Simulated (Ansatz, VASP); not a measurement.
## AlNi: VASP beside Ansatz

```
Al Ni
1.0
     2.00029   -2.00032    0.00000
     2.00029    2.00032    0.00000
     0.00000    0.00000    2.83965
Al Ni
1 1
Direct
  0.00000 0.00000 0.00000
  0.50000 0.50000 0.50000
```

Alike in both runs: functional LDA; k mesh 16 × 16 × 14; occupations gaussian, width 0.1 eV; no spin polarisation.

Ansatz relaxed the structure, and its values are those at the end. VASP's run is a single point on that final structure, the one shown.

```csv
,VASP,Ansatz
version,VASP 6.6.1,Ansatz 0.2.0
potentials or method,"VASP PAW LDA potentials, release 64 (Al, Ni), cutoff 520 eV","scalar-relativistic, plane waves, PAW"
valence electrons in the cell,13,21
```

|  | VASP | Ansatz | Ansatz less VASP |
| --- | --- | --- | --- |
| gap on the k mesh at the Fermi level (eV) | none | none | - |
| pressure (GPa) | 0.3 | 0.0 | -0.31 |

LDA's correlation is that of Perdew and Zunger in VASP and of Perdew and Wang (1992) in Ansatz. A gap of «none» marks a metal or a gap that the smearing closes. VASP's potentials hold 13 valence electrons a cell and Ansatz's 21, so a difference there can come from the potentials and not from the codes.
